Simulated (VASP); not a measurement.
A run of VASP 6.6.1 is set up as follows.

The input POSCAR:

```
WSe2
1.0
    3.3153441874      0.0000000000      0.0000000000
   -1.6576720937      2.8711722886      0.0000000000
    0.0000000000      0.0000000000      6.5191986732
W Se
1 2
Direct
    0.0000000000      0.0000000000      0.0000000000
    0.3333333333      0.6666666667      0.2571683820
    0.6666666667      0.3333333333      0.7428316180
```

INCAR.step1

```
SYSTEM = WSe2
ALGO     = Normal         ! electronic algorithm
EDIFF    = 1E-4           ! SCF threshold, eV
ENCUT    = 520            ! plane-wave cutoff, eV
GGA      = PE             ! functional
ISMEAR   = 1              ! smearing method
LASPH    = .TRUE.         ! aspherical terms in the spheres
LCHARG   = .FALSE.        ! write CHGCAR
LREAL    = .FALSE.        ! projectors in reciprocal space
LWAVE    = .TRUE.         ! write WAVECAR
NBANDS   = 20             ! bands
NELM     = 100            ! most SCF steps
PREC     = Accurate       ! precision mode
SIGMA    = 0.001          ! smearing width, eV
```

INCAR.step2

```
SYSTEM = WSe2
ALGO     = Normal         ! electronic algorithm
EDIFF    = 1E-6           ! SCF threshold, eV
ENCUT    = 520            ! plane-wave cutoff, eV
ISIF     = 2              ! what is computed and relaxed
ISMEAR   = 1              ! smearing method
ISTART   = 1            
LASPH    = .TRUE.         ! aspherical terms in the spheres
LCHARG   = .TRUE.         ! write CHGCAR
LELF     = .TRUE.         ! ELF
LMIXTAU  = .TRUE.       
LREAL    = .FALSE.        ! projectors in reciprocal space
LVHAR    = .TRUE.       
LWAVE    = .FALSE.        ! write WAVECAR
METAGGA  = R2SCAN         ! meta-GGA
NBANDS   = 20             ! bands
NELM     = 100            ! most SCF steps
PREC     = Accurate       ! precision mode
SIGMA    = 0.001          ! smearing width, eV
```

Contents of KPOINTS:

```
k-points
0
G
  6 6 4
  0 0 0
```

Potentials or basis: VASP PAW PBE potentials, release 64 (W_sv, Se).

Command:

```console
$ cat potpaw_PBE.64/W_sv/POTCAR potpaw_PBE.64/Se/POTCAR > POTCAR
$ cp INCAR.step1 INCAR
$ mpirun -np 1 vasp_std > vasp.out
$ cp INCAR.step2 INCAR
$ mpirun -np 1 vasp_std > vasp.out
```

(1) Estimate the pressure.

(2) What does it give for the band gap on the k mesh?

(3) Estimate the largest force.

Results:

(1) 1.8 GPa.

(2) zero (bands 13 and 14 overlap by 0.93 eV).

(3) 0.081 eV/Å.

Caveat: the k points lie up to 0.36 Å⁻¹ apart, too coarse for converged energies and pressures of a metal; the PAW data sets were made with another functional, which shifts forces and pressure a little; spin-orbit coupling is left out, which moves the levels of the heavy elements.
